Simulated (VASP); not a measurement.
# LiSi16 (a cell with a defect) in VASP: notebook

Runs on LiSi16 (a cell with a defect). Level: PBE+D3(BJ). Tasks: single point, relaxation of the atoms.

Everything below comes from runs of VASP 6.6.1. Logs are shortened: lines on timing, memory, paths and dates and some standing lists are left out, and cuts for length are marked.

### 1 The cell of the first run

The cell holds a defect, 17 atoms: a = 7.679 Å, b = 7.679 Å, c = 7.679 Å, α = 60.00°, β = 60.00°, γ = 60.00°.

### 2 Single point, PBE+D3(BJ)

File INCAR:

```
PREC = Accurate
ENCUT = 520
EDIFF = 1E-6
ISMEAR = 0
SIGMA = 0.05
LREAL = Auto
LASPH = T
NELM = 80
ALGO = Normal
ISIF = 2
LWAVE = F
LCHARG = T
GGA = PE
IVDW = 12
LELF = T
LVHAR = T
NBANDS = 48
NELECT = 66.0
```

File KPOINTS:

```
regular mesh
0
Gamma
  2 2 2
```

File POSCAR:

```
LiSi16
1.0
    0.0000000000      5.4300000000      5.4300000000
    5.4300000000      0.0000000000      5.4300000000
    5.4300000000      5.4300000000      0.0000000000
Si Li
16 1
Direct
    0.0215712707     -0.0038025783     -0.0088926335
    0.1255162983      0.1308833333      0.1257582873
   -0.0099447514      0.0117539595      0.4990845304
    0.1255002762      0.1308921731      0.6178273481
   -0.0099597606      0.5041999079      0.0066299263
    0.1254603131      0.6229251381      0.1258004604
   -0.0099637201      0.5042084715      0.4991138122
    0.0946895948      0.6385186924      0.6333895948
    0.4995590239      0.0110814917      0.0059892265
    0.6500333333      0.1200637201      0.1149526703
    0.4995419890      0.0110907919      0.4833703499
    0.6159202578      0.1463095764      0.6188786372
    0.4995022099      0.4884779006      0.0060005525
    0.6158984346      0.6239746777      0.1411988029
    0.4661311234      0.5146952118      0.5095825046
    0.6158916206      0.6239918048      0.6189080110
    0.5578059853      0.8175089319      0.8123437385
```

Potentials or basis: VASP PAW PBE potentials, release 64 (Si, Li_sv).

Command:

```console
$ cat potpaw_PBE.64/Si/POTCAR potpaw_PBE.64/Li_sv/POTCAR > POTCAR
$ mpirun -np 1 vasp_std > vasp.out
```

OUTCAR:

```text
PREC = Accurate
   ENCUT = 520
   EDIFF = 1E-6
   ISMEAR = 0
   LREAL = Auto
   LASPH = T
   NELM = 80
   ISIF = 2
   GGA = PE
   IVDW = 12
   NELECT = 66.0
 IVDW          = 12

 ion  position               nearest neighbor table
   1  0.022  0.996  0.991-  10 2.33   6 2.34   4 2.34   2 2.34
   2  0.126  0.131  0.126-   5 2.34   3 2.34   1 2.34   9 2.35
   3  0.990  0.012  0.499-   4 2.34   2 2.34   8 2.34  12 2.35
   4  0.126  0.131  0.618-   7 2.34   3 2.34   1 2.34  11 2.35
   5  0.990  0.504  0.007-   6 2.34   2 2.34   8 2.34  14 2.35
   6  0.125  0.623  0.126-   7 2.34   5 2.34   1 2.34  13 2.35
   7  0.990  0.504  0.499-   6 2.34   4 2.34   8 2.34  16 2.35
   8  0.095  0.639  0.633-  15 2.33   3 2.34   7 2.34   5 2.34
   9  0.500  0.011  0.006-  10 2.32  17 2.35   2 2.35  14 2.43  12 2.43
  10  0.650  0.120  0.115-  13 2.32  11 2.32   9 2.32   1 2.33
  11  0.500  0.011  0.483-  10 2.32  17 2.35   4 2.35  16 2.43  12 2.43
  12  0.616  0.146  0.619-  15 2.32  17 2.34   3 2.35  11 2.43   9 2.43
  13  0.500  0.488  0.006-  10 2.32  17 2.35   6 2.35  14 2.43  16 2.43
  14  0.616  0.624  0.141-  15 2.32  17 2.34   5 2.35  13 2.43   9 2.43
  15  0.466  0.515  0.510-  16 2.32  14 2.32  12 2.32   8 2.33
  16  0.616  0.624  0.619-  15 2.32  17 2.34   7 2.35  13 2.43  11 2.43
  17  0.558  0.818  0.812-  12 2.34  14 2.34  16 2.34   9 2.35  11 2.35  13 2.35

  LATTYP: Found a face centered cubic cell.
 ALAT       =    10.8600000000

  Lattice vectors:

 A1 = (   0.0000000000,   5.4300000000,   5.4300000000)
 A2 = (   5.4300000000,   0.0000000000,   5.4300000000)
 A3 = (   5.4300000000,   5.4300000000,   0.0000000000)

Analysis of symmetry for initial positions (statically):
=====================================================================
 Subroutine PRICEL returns:
 Original cell was already a primitive cell.

 Routine SETGRP: Setting up the symmetry group for a
 face centered cubic supercell.

 Subroutine GETGRP returns: Found  1 space group operations
 (whereof  1 operations were pure point group operations)
 out of a pool of 48 trial point group operations.

The static configuration has the point symmetry C_1 .

Analysis of symmetry for dynamics (positions and initial velocities):
=====================================================================
 Subroutine PRICEL returns:
 Original cell was already a primitive cell.

 Routine SETGRP: Setting up the symmetry group for a
 face centered cubic supercell.

 Subroutine GETGRP returns: Found  1 space group operations
 (whereof  1 operations were pure point group operations)
 out of a pool of 48 trial point group operations.

The dynamic configuration has the point symmetry C_1 .

 Subroutine INISYM returns: Found  1 space group operations
 (whereof  1 operations are pure point group operations),
 and found     1 'primitive' translations

----------------------------------------------------------------------------------------

                                     Primitive cell

  volume of cell :     320.2060

  direct lattice vectors                    reciprocal lattice vectors
     0.000000000  5.430000000  5.430000000    -0.092081031  0.092081031  0.092081031
     5.430000000  0.000000000  5.430000000     0.092081031 -0.092081031  0.092081031
     5.430000000  5.430000000  0.000000000     0.092081031  0.092081031 -0.092081031

  length of vectors
     7.679179644  7.679179644  7.679179644     0.159489025  0.159489025  0.159489025

  position of ions in fractional coordinates (direct lattice)
     0.021571271  0.996197422  0.991107367
     0.125516298  0.130883333  0.125758287
     0.990055249  0.011753959  0.499084530
     0.125500276  0.130892173  0.617827348
     0.990040239  0.504199908  0.006629926
     0.125460313  0.622925138  0.125800460
[... 9 lines left out ...]
     0.615891621  0.623991805  0.618908011
     0.557805985  0.817508932  0.812343738

  ion indices of the primitive-cell ions
   primitive index   ion index
                 1           1
                 2           2
                 3           3
                 4           4
                 5           5
                 6           6
[... 9 lines left out ...]
                16          16
                17          17

----------------------------------------------------------------------------------------

 KPOINTS: regular mesh

Automatic generation of k-mesh.
 Grid dimensions read from file:
 generate k-points for:    2    2    2

 Generating k-lattice:

  Cartesian coordinates                     Fractional coordinates (reciprocal lattice)
    -0.046040516  0.046040516  0.046040516     0.500000000  0.000000000  0.000000000
     0.046040516 -0.046040516  0.046040516     0.000000000  0.500000000  0.000000000
     0.046040516  0.046040516 -0.046040516     0.000000000  0.000000000  0.500000000

  Length of vectors
     0.079744512  0.079744512  0.079744512

  Shift w.r.t. Gamma in fractional coordinates (k-lattice)
     0.000000000  0.000000000  0.000000000

 Subroutine IBZKPT returns following result:
 ===========================================

 Found      8 irreducible k-points:

 Following reciprocal coordinates:
            Coordinates               Weight
  0.000000  0.000000  0.000000      1.000000
  0.500000  0.000000  0.000000      1.000000
  0.000000  0.500000  0.000000      1.000000
  0.000000  0.000000  0.500000      1.000000
  0.500000  0.500000  0.500000      1.000000
  0.500000  0.500000  0.000000      1.000000
  0.000000  0.500000  0.500000      1.000000
  0.500000  0.000000  0.500000      1.000000
   k-points           NKPTS =      8   k-points in BZ     NKDIM =      8   number of bands    NBANDS=     48
   number of dos      NEDOS =    301   number of ions     NIONS =     17
   total plane-waves  NPLWV = 216000
   dimension x,y,z NGX =    60 NGY =   60 NGZ =   60
   dimension x,y,z NGXF=   120 NGYF=  120 NGZF=  120
   ions per type =              16   1
   NGX,Y,Z   is equivalent  to a cutoff of  12.99, 12.99, 12.99 a.u.
   NGXF,Y,Z  is equivalent  to a cutoff of  25.98, 25.98, 25.98 a.u.
 SYSTEM =  unknown system
   PREC   = accura    normal or accurate (medium, high low for compatibility)
   ISTART =      0    job   : 0-new  1-cont  2-samecut
   ICHARG =      2    charge: 1-file 2-atom 10-const
   ISPIN  =      1    spin polarized calculation?
   LNONCOLLINEAR =      F non collinear calculations
   LSORBIT =      F    spin-orbit coupling
   LASPH  =      T    aspherical Exc in radial PAW
   ENCUT  =  520.0 eV  38.22 Ry    6.18 a.u.  14.28 14.28 14.28*2*pi/ulx,y,z
   NELM   =     80;   NELMIN=  2; NELMDL= -5     # of ELM steps
   EDIFF  = 0.1E-05   stopping-criterion for ELM
   LREAL  =      T    real-space projection
   EDIFFG = 0.1E-04   stopping-criterion for IOM
   NSW    =      0    number of steps for IOM
   IBRION =     -1    ionic relax: 0-MD 1-quasi-New 2-CG
   NFREE  =      0    steps in history (QN), initial steepest desc. (CG)
   ISIF   =      2    stress and relaxation
   ISYM   =      2    0-nonsym 1-usesym 2-fastsym
   POTIM  = 0.5000    time-step for ionic-motion
   TEBEG  =    0.0;   TEEND  =   0.0 temperature during run
   PSTRESS=    0.0 pullay stress
   NELECT =      66.0000    total number of electrons
   NUPDOWN=      -1.0000    fix difference up-down
   EMIN   =  10.00;   EMAX   =-10.00  energy-range for DOS
   EFERMI =   0.00;   METHOD = LEGACY
   ISMEAR =     0;   SIGMA  =   0.05  broadening in eV -4-tet -1-fermi 0-gaus
   EFERMI_NEDOS =   21; number of points for ismear=-14 and -15
   IALGO  =     38    algorithm
   IMIX   =      4    mixing-type and parameters
     AMIX     =   0.40;   BMIX     =  1.00
     AMIX_MAG =   1.60;   BMIX_MAG =  1.00
  volume/ion in A,a.u.               =      18.84       127.11
  Fermi-wavevector in a.u.,A,eV,Ry     =   0.967044  1.827449 12.723821  0.935174
  Thomas-Fermi vector in A             =   2.096897
   LORBIT       =      0    0 simple, 1 ext, 2 COOP (PROOUT), +10 PAW based schemes
   GGA     = PE    functional components
   LHFCALC =     F    Hartree Fock is set to
   AEXX    =    0.0000 exact exchange contribution
   IVDW    =    12    specifies the selected vdW correction
   LEPSILON=     F    determine dielectric tensor
   LRPA    =     F    only Hartree local field effects (RPA)
 non-spin polarized calculation
 Gauss-broadening in eV      SIGMA  =   0.05
  energy-cutoff  :      520.00
  volume of cell :      320.21
 maximum number of plane-waves:      8646
 NGX is ok and might be reduce to    60
   NGX = 29   NGY = 29   NGZ = 29

 number of electron      66.0000001 magnetization

 Free energy of the ion-electron system (eV)
  ---------------------------------------------------
  ext. energy  EPLUGINS =         0.00000000
  ---------------------------------------------------
  free energy    TOTEN  =       -92.91999148 eV

  energy without entropy =      -92.91998506  energy(sigma->0) =      -92.91998827

 E-fermi :   6.1938     XC(G=0):  -9.4407

 val. band max:        6.0552748573   @ k =   0.0000   0.0000   0.0000
 cond. band min:       6.3262869573   @ k =   0.0000   0.0000   0.0000
 fundamental gap:      0.2710121000
 Fermi energy:         6.1937875952

 k-point     1 :       0.0000    0.0000    0.0000
  band No.  band energies     occupation
      1     -40.2288      2.00000
      2      -5.9068      2.00000
      3      -3.6736      2.00000
      4      -3.6034      2.00000
      5      -3.6033      2.00000
      6      -3.5579      2.00000
[... 37 lines left out ...]
     44       8.2807      0.00000
     45       8.2808      0.00000

 k-point     2 :       0.5000    0.0000    0.0000
  band No.  band energies     occupation
      1     -40.2288      2.00000
      2      -5.1603      2.00000
      3      -5.0506      2.00000
      4      -3.3353      2.00000
      5      -3.2822      2.00000
      6      -3.2822      2.00000
[... 280 lines left out ...]
 k-point     8 :       0.5000    0.0000    0.5000
  band No.  band energies     occupation
      1     -40.2288      2.00000
      2      -4.8870      2.00000
      3      -4.7934      2.00000
      4      -3.9405      2.00000
      5      -3.9030      2.00000
      6      -3.8880      2.00000
[... 37 lines left out ...]
     44      10.2748      0.00000
     45      10.3411      0.00000
 [bands above 45 left out]

------------------------ aborting loop because EDIFF is reached ----------------------------------------

 Edisp (eV)   -5.45934

 E8    (eV) :    -2.2624

  FORCE on cell =-STRESS in cart. coord.  units (eV):
  Direction    XX          YY          ZZ          XY          YZ          ZX
  --------------------------------------------------------------------------------------
  -------------------------------------------------------------------------------------
  Total      -5.81069    -5.81066    -5.81423     0.96601    -0.96515     0.96538
  in kB     -29.07427   -29.07411   -29.09200     4.83353    -4.82922     4.83037
  external pressure =      -29.08 kB  Pullay stress =        0.00 kB

 VOLUME and BASIS-vectors are now :
 -----------------------------------------------------------------------------
  energy-cutoff  :      520.00
  volume of cell :      320.21
      direct lattice vectors                 reciprocal lattice vectors
     0.000000000  5.430000000  5.430000000    -0.092081031  0.092081031  0.092081031
     5.430000000  0.000000000  5.430000000     0.092081031 -0.092081031  0.092081031
     5.430000000  5.430000000  0.000000000     0.092081031  0.092081031 -0.092081031

 POSITION                                       TOTAL-FORCE (eV/Angst)
 -----------------------------------------------------------------------------------
     10.79106      5.49884      5.52648         0.003256     -0.003156     -0.002497
      1.39356      1.36442      1.39225        -0.000035     -0.000116     -0.001294
      2.77385      8.08603      5.43982         0.003767     -0.003667      0.005454
      4.06555      4.03627      1.39221        -0.000034     -0.000008     -0.001434
      2.77381      5.41192      8.11372         0.004449      0.002309     -0.004743
      4.06558      1.36435      4.06373         0.001995     -0.002065      0.001627
[... 9 lines left out ...]
      6.74895      6.70496      6.73257        -0.010243      0.001173      0.000945
      8.85010      7.43991      7.46796        -0.002887      0.002532     -0.004121
 -----------------------------------------------------------------------------------
    total drift:                               -0.001733      0.001127     -0.001191

  FREE ENERGIE OF THE ION-ELECTRON SYSTEM (eV)
  ---------------------------------------------------
  free  energy   TOTEN  =       -98.3793358501 eV

  energy  without entropy=      -98.3793294337  energy(sigma->0) =      -98.37933264
```

Wall time 1.9 min (1 thread of Intel Xeon 6975P-C (Granite Rapids), shared host); peak memory 0.49 GiB.

Results:

```yaml
Free_energy: -98.3793 eV
Largest_force: 0.011 eV/Å
Dispersion_energy_per_atom: -0.321 eV
```

Forces in eV/Å, atoms in the order of the input:
```
Si   0.003 -0.003 -0.002
Si   0.000  0.000 -0.001
Si   0.004 -0.004  0.005
Si   0.000  0.000 -0.001
Si   0.004  0.002 -0.005
Si   0.002 -0.002  0.002
Si  -0.002 -0.004 -0.005
Si   0.001 -0.001 -0.001
Si   0.006  0.005  0.003
Si   0.005 -0.005 -0.006
Si  -0.005 -0.007  0.004
Si   0.000  0.001  0.011
Si  -0.004  0.004 -0.002
Si  -0.001  0.010  0.001
Si  -0.001  0.001  0.001
Si  -0.010  0.001  0.001
Li  -0.003  0.003 -0.004
```

Caveat: the k points lie up to 0.50 Å⁻¹ apart; the cell carries a net charge on a neutralising background, which shifts energy and pressure; the cell is charged against a uniform background, so pressure and absolute levels hang on convention; the cutoff is under 1.25 times the usual one of these potentials, so pressure, stress and relaxed cells hold a basis-set (Pulay) error.

### 3 Relaxation of the atoms, PBE+D3(BJ)

File INCAR:

```
ALGO = Normal ; EDIFF = 1E-7
EDIFFG = -0.03 ; ENCUT = 520
GGA = PE ; IBRION = 2
ISIF = 2 ; ISMEAR = 0
IVDW = 12 ; LASPH = True
LCHARG = False ; LREAL = Auto
LWAVE = False ; NELECT = 66.0
NELM = 80 ; NSW = 80
PREC = Accurate ; SIGMA = 0.05
```

File KPOINTS:

```
k-points
0
Gamma
  2 2 2
```

File POSCAR:

```
LiSi16
1.0
    0.0000000000      5.4300000000      5.4300000000
    5.4300000000      0.0000000000      5.4300000000
    5.4300000000      5.4300000000      0.0000000000
Si Li
16 1
Direct
    0.0000000000      0.0000000000      0.0000000000
    0.1250000000      0.1250000000      0.1250000000
    0.0000000000      0.0000000000      0.5000000000
    0.1250000000      0.1250000000      0.6250000000
    0.0000000000      0.5000000000      0.0000000000
    0.1250000000      0.6250000000      0.1250000000
    0.0000000000      0.5000000000      0.5000000000
    0.1250000000      0.6250000000      0.6250000000
    0.5000000000      0.0000000000      0.0000000000
    0.6250000000      0.1250000000      0.1250000000
    0.5000000000      0.0000000000      0.5000000000
    0.6250000000      0.1250000000      0.6250000000
    0.5000000000      0.5000000000      0.0000000000
    0.6250000000      0.6250000000      0.1250000000
    0.5000000000      0.5000000000      0.5000000000
    0.6250000000      0.6250000000      0.6250000000
    0.3130264200      1.0691811400      0.8112567200
```

Potentials or basis: VASP PAW PBE potentials, release 64 (Si, Li_sv).

Command:

```console
$ cat potpaw_PBE.64/Si/POTCAR potpaw_PBE.64/Li_sv/POTCAR > POTCAR
$ mpirun -np 1 vasp_std > vasp.out
```

Wall time 48 min (1 thread of Intel Xeon Platinum 8559C (Emerald Rapids), shared host); peak memory 0.55 GiB.

It converged, with:

| Quantity | Value |
| --- | --- |
| Free energy | -98.9694 eV |
| Energy gained by relaxing | 58.0 meV/atom |
| Ionic steps | 38 |
| Largest force after relaxing | 0.023 eV/Å |
| Dispersion energy per atom | -0.321 eV |

Forces in eV/Å, atoms in the order of the input:
```
Si  -0.004  0.002  0.006
Si   0.003  0.007 -0.001
Si  -0.010  0.018 -0.011
Si  -0.002  0.007  0.000
Si   0.003  0.005 -0.014
Si   0.006 -0.004  0.014
Si  -0.007 -0.007 -0.010
Si  -0.002  0.008  0.000
Si  -0.003 -0.012 -0.005
Si   0.001 -0.003  0.001
Si   0.009  0.002 -0.004
Si  -0.006  0.009  0.009
Si   0.007 -0.008  0.007
Si   0.005 -0.010  0.007
Si  -0.013  0.007  0.001
Si   0.012 -0.005  0.006
Li   0.002 -0.016 -0.005
```

The path:
| step | energy change (eV) | largest force (eV/Å) | pressure (GPa) |
| --- | --- | --- | --- |
| 1 | 0.0000 | 1.4810 | -2.34 |
| 2 | -0.3066 | 0.4212 | -2.50 |
| 3 | -0.3079 | 0.4303 | -2.50 |
| 4 | -0.3256 | 0.2269 | -2.52 |
| 5 | -0.3290 | 0.2845 | -2.54 |
| 6 | -0.3448 | 0.1579 | -2.56 |
| 7 | -0.3672 | 0.2799 | -2.66 |
| 8 | -0.3790 | 0.2861 | -2.69 |
| 9 | -0.4058 | 0.3074 | -2.79 |
| 10 | -0.4196 | 0.3794 | -3.00 |
| 11 | -0.4214 | 0.3611 | -2.94 |
| 12 | -0.4349 | 0.4065 | -3.04 |
| 13 | -0.4543 | 0.5288 | -3.35 |
| 14 | -0.4776 | 0.5784 | -3.47 |
| 15 | -0.5200 | 0.5934 | -3.85 |
| 16 | -0.5466 | 0.5431 | -3.95 |
| 17 | -0.5776 | 0.6858 | -4.21 |
| 18 | -0.5791 | 0.6046 | -4.16 |
| 19 | -0.6125 | 0.4632 | -4.15 |
| 20 | -0.6699 | 0.4067 | -4.10 |
| 21 | -0.6739 | 0.4449 | -4.08 |
| 22 | -0.7066 | 0.3816 | -4.03 |
| 23 | -0.7694 | 0.3661 | -3.89 |
| 24 | -0.7150 | 1.1671 | -3.51 |
| 25 | -0.7796 | 0.5478 | -3.79 |
| 26 | -0.8401 | 0.4113 | -3.70 |
| 27 | -0.8900 | 0.6156 | -3.53 |
| 28 | -0.9450 | 0.3578 | -3.49 |
| 29 | -0.9555 | 0.3100 | -3.47 |
| 30 | -0.9742 | 0.1664 | -3.47 |
| 31 | -0.9743 | 0.1635 | -3.47 |
| 32 | -0.9784 | 0.0968 | -3.46 |
| 33 | -0.9787 | 0.1422 | -3.46 |
| 34 | -0.9824 | 0.1159 | -3.45 |
| 35 | -0.9842 | 0.0891 | -3.45 |
| 36 | -0.9859 | 0.0574 | -3.44 |
| 37 | -0.9859 | 0.0555 | -3.44 |
| 38 | -0.9862 | 0.0231 | -3.44 |

Final structure:
```yaml
crystal:
  lattice:
    - [0.00000, 5.43000, 5.43000]
    - [5.43000, 0.00000, 5.43000]
    - [5.43000, 5.43000, 0.00000]
  atoms:
    - { symbol: Si, position: [0.00210, 0.98686, 0.00558] }
    - { symbol: Si, position: [0.12657, 0.11231, 0.13487] }
    - { symbol: Si, position: [0.00292, 0.99117, 0.50292] }
    - { symbol: Si, position: [0.12645, 0.11234, 0.62636] }
    - { symbol: Si, position: [0.00198, 0.49170, 0.00492] }
    - { symbol: Si, position: [0.13151, 0.61289, 0.12797] }
    - { symbol: Si, position: [0.00193, 0.49161, 0.50176] }
    - { symbol: Si, position: [0.12580, 0.62282, 0.62576] }
    - { symbol: Si, position: [0.50586, 0.98670, 0.00581] }
    - { symbol: Si, position: [0.62831, 0.11570, 0.12818] }
    - { symbol: Si, position: [0.50571, 0.98681, 0.50197] }
    - { symbol: Si, position: [0.63487, 0.11230, 0.62654] }
    - { symbol: Si, position: [0.50412, 0.48820, 0.00401] }
    - { symbol: Si, position: [0.62814, 0.61274, 0.12804] }
    - { symbol: Si, position: [0.50500, 0.49174, 0.50186] }
    - { symbol: Si, position: [0.62811, 0.61285, 0.63141] }
    - { symbol: Li, position: [0.25365, 0.24046, 0.75332] }
```

Levels at points of the mesh, in eV from the Fermi level:
```tsv
k point	band 31	band 32	band 33	band 34	band 35	band 36
(0.00, 0.00, 0.00)	-0.30	-0.30	-0.29	0.34	0.35	0.35
(0.50, 0.00, 0.00)	-1.11	-1.02	-1.02	0.90	1.10	1.10
(0.00, 0.50, 0.00)	-1.11	-1.02	-1.02	0.90	1.11	1.11
(0.00, 0.00, 0.50)	-1.11	-1.02	-1.02	0.90	1.10	1.10
(0.50, 0.50, 0.50)	-1.11	-1.02	-1.02	0.90	1.10	1.10
(0.50, 0.50, 0.00)	-1.66	-1.61	-1.57	0.77	0.84	1.90
(0.00, 0.50, 0.50)	-1.66	-1.61	-1.57	0.77	0.84	1.90
(0.50, 0.00, 0.50)	-1.66	-1.61	-1.57	0.77	0.84	1.90
```

Caveat: the k points lie up to 0.50 Å⁻¹ apart; the cell carries a net charge on a neutralising background, which shifts energy and pressure; the cell is charged against a uniform background, so pressure and absolute levels hang on convention; the cutoff is under 1.25 times the usual one of these potentials, so pressure, stress and relaxed cells hold a basis-set (Pulay) error.
